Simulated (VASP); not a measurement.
# Be (Im-3m) in VASP: a series of runs

Runs on Be. Level: PBE. Tasks: single point, relaxation of cell and atoms.

All numbers are computed with VASP 6.6.1; they aren't measurements. Logs are shortened: lines on timing, memory, paths and dates and some standing lists are left out, and cuts for length are marked.

**1. The cell of the first run**

The structure is cubic, space group Im-3m (No. 229). The conventional cell has a = 2.534 Å, b = 2.534 Å, c = 2.534 Å, α = 90.00°, β = 90.00°, γ = 90.00°. Within 2.9 Å of Be (site symmetry m-3m) lie 14 Be at 2.19 to 2.53 Å.

**2. Single point, PBE**

File INCAR:

```
SYSTEM = Be
  PREC = Accurate
  ENCUT = 520
  EDIFF = 1E-7
  ISMEAR = -1
  SIGMA = 0.1
  LREAL = .False.
  LASPH = .True.
  NELM = 100
  ALGO = Normal
  ISIF = 2
  LWAVE = .False.
  LCHARG = .False.
  GGA = PE
  NBANDS = 7
```

File KPOINTS:

```
regular mesh
0
Gamma
  20 20 20
  0 0 0
```

File POSCAR:

```
Be
1.0
   -1.2671952932      1.2671952932      1.2671952932
    1.2671952932     -1.2671952932      1.2671952932
    1.2671952932      1.2671952932     -1.2671952932
Be
1
Direct
    0.0000000000      0.0000000000      0.0000000000
```

Potentials or basis: VASP PAW PBE potentials, release 64 (Be).

Started as:

```bash
$ cat potpaw_PBE.64/Be/POTCAR > POTCAR
$ mpirun -np 1 vasp_std > vasp.out
```

OUTCAR:

```text
SYSTEM = Be
   PREC = Accurate
   ENCUT = 520
   EDIFF = 1E-7
   ISMEAR = -1
   LREAL = .False.
   LASPH = .True.
   NELM = 100
   ISIF = 2
   GGA = PE

 ion  position               nearest neighbor table
   1  0.000  0.000  0.000-

  LATTYP: Found a body centered cubic cell.
 ALAT       =     2.5343905864

  Lattice vectors:

 A1 = (  -1.2671952932,   1.2671952932,   1.2671952932)
 A2 = (   1.2671952932,  -1.2671952932,   1.2671952932)
 A3 = (   1.2671952932,   1.2671952932,  -1.2671952932)

Analysis of symmetry for initial positions (statically):
=====================================================================
 Subroutine PRICEL returns:
 Original cell was already a primitive cell.

 Routine SETGRP: Setting up the symmetry group for a
 body centered cubic supercell.

 Subroutine GETGRP returns: Found 48 space group operations
 (whereof 48 operations were pure point group operations)
 out of a pool of 48 trial point group operations.

The static configuration has the point symmetry O_h .

Analysis of symmetry for dynamics (positions and initial velocities):
=====================================================================
 Subroutine PRICEL returns:
 Original cell was already a primitive cell.

 Routine SETGRP: Setting up the symmetry group for a
 body centered cubic supercell.

 Subroutine GETGRP returns: Found 48 space group operations
 (whereof 48 operations were pure point group operations)
 out of a pool of 48 trial point group operations.

The dynamic configuration has the point symmetry O_h .

 Subroutine INISYM returns: Found 48 space group operations
 (whereof 48 operations are pure point group operations),
 and found     1 'primitive' translations

----------------------------------------------------------------------------------------

                                     Primitive cell

  volume of cell :       8.1394

  direct lattice vectors                    reciprocal lattice vectors
    -1.267195293  1.267195293  1.267195293     0.000000000  0.394572173  0.394572173
     1.267195293 -1.267195293  1.267195293     0.394572173  0.000000000  0.394572173
     1.267195293  1.267195293 -1.267195293     0.394572173  0.394572173  0.000000000

  length of vectors
     2.194846631  2.194846631  2.194846631     0.558009318  0.558009318  0.558009318

  position of ions in fractional coordinates (direct lattice)
     0.000000000  0.000000000  0.000000000

[... 69 lines left out ...]
   ISPIN  =      1    spin polarized calculation?
   LNONCOLLINEAR =      F non collinear calculations
   LSORBIT =      F    spin-orbit coupling
   LASPH  =      T    aspherical Exc in radial PAW
   ENCUT  =  520.0 eV  38.22 Ry    6.18 a.u.   4.08  4.08  4.08*2*pi/ulx,y,z
   NELM   =    100;   NELMIN=  2; NELMDL= -5     # of ELM steps
   EDIFF  = 0.1E-06   stopping-criterion for ELM
   LREAL  =      F    real-space projection
   EDIFFG = 0.1E-05   stopping-criterion for IOM
   NSW    =      0    number of steps for IOM
   IBRION =     -1    ionic relax: 0-MD 1-quasi-New 2-CG
   NFREE  =      0    steps in history (QN), initial steepest desc. (CG)
   ISIF   =      2    stress and relaxation
   ISYM   =      2    0-nonsym 1-usesym 2-fastsym
   POTIM  = 0.5000    time-step for ionic-motion
   TEBEG  =    0.0;   TEEND  =   0.0 temperature during run
   PSTRESS=    0.0 pullay stress
   NELECT =       2.0000    total number of electrons
   NUPDOWN=      -1.0000    fix difference up-down
   EMIN   =  10.00;   EMAX   =-10.00  energy-range for DOS
   EFERMI =   0.00;   METHOD = LEGACY
   ISMEAR =    -1;   SIGMA  =   0.10  broadening in eV -4-tet -1-fermi 0-gaus
   EFERMI_NEDOS =   21; number of points for ismear=-14 and -15
   IALGO  =     38    algorithm
   IMIX   =      4    mixing-type and parameters
     AMIX     =   0.40;   BMIX     =  1.00
     AMIX_MAG =   1.60;   BMIX_MAG =  1.00
  volume/ion in A,a.u.               =       8.14        54.93
  Fermi-wavevector in a.u.,A,eV,Ry     =   1.025387  1.937701 14.305426  1.051419
  Thomas-Fermi vector in A             =   2.159225
   LORBIT       =      0    0 simple, 1 ext, 2 COOP (PROOUT), +10 PAW based schemes
   GGA     = PE    functional components
   LHFCALC =     F    Hartree Fock is set to
   AEXX    =    0.0000 exact exchange contribution
   IVDW    =     0    specifies the selected vdW correction
   LEPSILON=     F    determine dielectric tensor
   LRPA    =     F    only Hartree local field effects (RPA)
 non-spin polarized calculation
  energy-cutoff  :      520.00
  volume of cell :        8.14
 maximum number of plane-waves:       236
   NGX =  9   NGY =  9   NGZ =  9

 number of electron       2.0000000 magnetization

 Free energy of the ion-electron system (eV)
  ---------------------------------------------------
  ext. energy  EPLUGINS =         0.00000000
  ---------------------------------------------------
  free energy    TOTEN  =        -3.66520611 eV

  energy without entropy =       -3.66064048  energy(sigma->0) =       -3.66292330

 E-fermi :   7.6163     XC(G=0): -10.5173

 val. band max:        7.5975687638   @ k =  -0.4000  -0.4000   0.1500
 cond. band min:       7.6202924866   @ k =  -0.3500  -0.4000   0.0500
 fundamental gap:      0.0227237228
 Fermi energy:         7.6163153721

 k-point     1 :       0.0000    0.0000    0.0000
  band No.  band energies     occupation
      1      -4.4029      2.00000
      2      26.4469      0.00000
      3      26.4469      0.00000
      4      26.4469      0.00000
      5      37.6792      0.00000
      6      37.6792      0.00000
      7      37.6792      0.00000
[... 221 lines left out ...]
 k-point    24 :       0.2500    0.1000   -0.0000
  band No.  band energies     occupation
      1      -1.0326      2.00000
      2      14.9989      0.00000
      3      19.7649      0.00000
      4      22.5167      0.00000
      5      31.7079      0.00000
      6      32.6131      0.00000
      7      39.3521      0.00000

 [... further k-points ...]
[... 5 lines left out ...]
  --------------------------------------------------------------------------------------
  -------------------------------------------------------------------------------------
  Total       -0.2277451     -0.2277451     -0.2277451     -0.0000000      0.0000000     -0.0000000
  in kB      -44.8300248    -44.8300248    -44.8300248     -0.0000000      0.0000000     -0.0000000
  external PRESSURE =     -44.8300248 kB  Pullay stress =       0.0000000 kB

 VOLUME and BASIS-vectors are now :
 -----------------------------------------------------------------------------
  energy-cutoff  :      520.00
  volume of cell :        8.14
      direct lattice vectors                 reciprocal lattice vectors
    -1.267195293  1.267195293  1.267195293     0.000000000  0.394572173  0.394572173
     1.267195293 -1.267195293  1.267195293     0.394572173  0.000000000  0.394572173
     1.267195293  1.267195293 -1.267195293     0.394572173  0.394572173  0.000000000

 POSITION                                       TOTAL-FORCE (eV/Angst)
 -----------------------------------------------------------------------------------
      0.00000      0.00000      0.00000         0.000000     -0.000000      0.000000
 -----------------------------------------------------------------------------------
    total drift:                               -0.000000      0.000000      0.000000

  FREE ENERGIE OF THE ION-ELECTRON SYSTEM (eV)
  ---------------------------------------------------
  free  energy   TOTEN  =        -3.6652061131 eV

  energy  without entropy=       -3.6606404798  energy(sigma->0) =       -3.66292330
```

stdout:

```text
POSCAR found type information on POSCAR Be
 POSCAR found :  1 types and       1 ions
 scaLAPACK will be used
 LDA part: xc-table for (Slater+PW92), standard interpolation
 POSCAR, INCAR and KPOINTS ok, starting setup
 FFT: planning ... GRIDC
 FFT: planning ... GRID_SOFT
 FFT: planning ... GRID
 WAVECAR not read
 entering main loop
```

Wall time 3.9 s (1 thread of Intel Xeon Platinum 8488C (Sapphire Rapids), shared host); peak memory 0.11 GiB.

Results:

* Free energy: -3.6652 eV
* Pressure: -4.5 GPa
* Band gap on the k mesh: zero (band 1 reaches 11.50 eV, above the bottom of band 2 at 6.38 eV)

**3. Single point, PBE (volume scaled by 1.08)**

File INCAR:

```
SYSTEM = Be
ALGO = Normal
EDIFF = 1E-6
ENCUT = 520
GGA = PE
ISIF = 2
ISMEAR = -1
LASPH = .TRUE.
LCHARG = .FALSE.
LREAL = .FALSE.
LWAVE = .FALSE.
NBANDS = 7
NELM = 100
PREC = Accurate
SIGMA = 0.1
```

File KPOINTS:

```
k-points
0
G
  20 20 20
  0 0 0
```

File POSCAR:

```
Be
1.0
   -1.2832374429      1.2832374429      1.2832374429
    1.2832374429     -1.2832374429      1.2832374429
    1.2832374429      1.2832374429     -1.2832374429
Be
1
Direct
    0.0000000000      0.0000000000      0.0000000000
```

Potentials or basis: VASP PAW PBE potentials, release 64 (Be).

Started as:

```bash
$ cat potpaw_PBE.64/Be/POTCAR > POTCAR
$ mpirun -np 1 vasp_std > vasp.out
```

It took 6.9 s on 1 thread of Intel Xeon Platinum 8488C (Sapphire Rapids), shared host; peak memory 0.12 GiB.

It converged, with:

```yaml
Free_energy: -3.6526 eV
Pressure: -8.3 GPa
Band_gap_on_the_k_mesh: zero (band 1 reaches 11.06 eV, above the bottom of band 2 at 6.11 eV)
```

Levels at points of the mesh, in eV from the Fermi level:
| k point | band 1 | band 2 | band 3 | band 4 | band 5 |
| --- | --- | --- | --- | --- | --- |
| (0.00, 0.00, 0.00) | -11.79 | 18.26 | 18.26 | 18.26 | 29.35 |
| (0.50, 0.00, 0.00) | -4.91 | 0.20 | 11.58 | 14.66 | 19.55 |
| (0.50, 0.50, 0.50) | 3.77 | 3.77 | 3.77 | 9.50 | 9.50 |

Caveat: the cell differs from its parent crystal (volume scaled by 1.08).

**4. Single point, PBE (volume scaled by 1.12)**

File INCAR:

```
SYSTEM = Be
PREC = Accurate ; ENCUT = 520
EDIFF = 1E-6 ; ISMEAR = -1
SIGMA = 0.1 ; LREAL = .False.
LASPH = .True. ; NELM = 60
ALGO = Normal ; ISIF = 2
LWAVE = .False. ; LCHARG = .False.
GGA = PE ; NBANDS = 7
```

File KPOINTS:

```
regular mesh
0
Gamma
  20 20 20
  0 0 0
```

File POSCAR:

```
Be
1.0
   -1.2988882225      1.2988882225      1.2988882225
    1.2988882225     -1.2988882225      1.2988882225
    1.2988882225      1.2988882225     -1.2988882225
Be
1
Direct
    0.0000000000      0.0000000000      0.0000000000
```

Started as:

```bash
$ cat potpaw_PBE.64/Be/POTCAR > POTCAR
$ mpirun -np 1 vasp_std > vasp.out
```

It took 8.1 s on 1 thread of Intel Xeon Platinum 8488C (Sapphire Rapids), shared host; peak memory 0.12 GiB.

It converged, with:

```
Free energy            : -3.6333 eV
Pressure               : -11.4 GPa
Band gap on the k mesh : zero (band 1 reaches 10.66 eV, above the bottom of band 2 at 5.86 eV)
```

Levels at points of the mesh, in eV from the Fermi level:
| k point | band 1 | band 2 | band 3 | band 4 |
| --- | --- | --- | --- | --- |
| (0.00, 0.00, 0.00) | -11.56 | 17.73 | 17.73 | 17.73 |
| (0.50, 0.00, 0.00) | -4.76 | 0.12 | 11.26 | 14.27 |
| (0.50, 0.50, 0.50) | 3.68 | 3.68 | 3.68 | 9.35 |

Caveat: the cell differs from its parent crystal (volume scaled by 1.12).

**5. Relaxation of cell and atoms, PBE**

This run uses another cell than the first one, of 8.11 Å³/atom, 0.997 times its volume.

File INCAR:

```
  PREC = Accurate
  ENCUT = 600
  EDIFF = 1E-6
  ISMEAR = -1
  SIGMA = 0.1
  LREAL = False
  LASPH = True
  NELM = 80
  ALGO = Normal
  ISIF = 3
  LWAVE = False
  LCHARG = False
  GGA = PE
  IBRION = 2
  NSW = 80
  EDIFFG = -0.01
```

File KPOINTS:

```
Automatic mesh
0
Gamma
  17 17 17
```

File POSCAR:

```
Be
1.0
   -1.2658080948      1.2658080948      1.2658080948
    1.2658080948     -1.2658080948      1.2658080948
    1.2658080948      1.2658080948     -1.2658080948
Be
1
Direct
    0.0000000000      0.0000000000      0.0000000000
```

Started as:

```bash
$ cat potpaw_PBE.64/Be/POTCAR > POTCAR
$ mpirun -np 1 vasp_std > vasp.out
```

Wall time 6.3 s (1 thread of Intel Xeon Platinum 8488C (Sapphire Rapids), shared host); peak memory 0.12 GiB.

It converged, with:

- Free energy: -3.6660 eV
- Relaxed volume: 7.84 Å³/atom
- Relaxed cell: a = 2.167 Å, b = 2.167 Å, c = 2.167 Å, α = 109.47°, β = 109.47°, γ = 109.47°
- Space group after relaxing (to 0.05 Å): Im-3m (No. 229)
- Energy gained by relaxing: 3.6 meV/atom
- Ionic steps: 3
- Pressure after relaxing: 0.0 GPa
- Band gap on the k mesh: zero (band 1 reaches 11.20 eV, above the bottom of band 2 at 6.69 eV)

Step by step:
```tsv
step	energy change (eV)	largest force (eV/Å)	pressure (GPa)	volume (Å³)
1	0.0000	0.0000	-4.01	8.11
2	-0.0035	0.0000	-0.64	7.88
3	-0.0036	0.0000	-0.01	7.84
```

Final structure:
```xyz
1
Lattice="-1.2513 1.2513 1.2513 1.2513 -1.2513 1.2513 1.2513 1.2513 -1.2513" Properties=species:S:1:pos:R:3 pbc="T T T"
Be    0.0000    0.0000    0.0000
```

Levels at points of the mesh, in eV from the Fermi level:
| k point | band 1 | band 2 | band 3 | band 4 |
| --- | --- | --- | --- | --- |
| (0.00, 0.00, 0.00) | -12.31 | 19.36 | 19.36 | 19.36 |

**6. Summary**

```tsv
task	cell	k mesh	cutoff (eV)	gap on the mesh (eV)	pressure (GPa)
single point	a = 2.195 Å, angles 109.5°, 1 atom	20 × 20 × 20	520	none	-4.5
single point	a = 2.223 Å, angles 109.5°, 1 atom	20 × 20 × 20	520	none	-8.3
single point	a = 2.250 Å, angles 109.5°, 1 atom	20 × 20 × 20	520	none	-11.4
relaxation of cell and atoms	relaxed from a = 2.192 Å, angles 109.5°, 1 atom	17 × 17 × 17	600	none	0.0
```

Alike in all rows: level PBE; potentials or basis VASP PAW PBE potentials, release 64 (Be); no spin polarisation; smearing fermi-dirac 0.1 eV.

Total energies depend on the potentials used, so only differences within one code and one set of settings carry meaning.
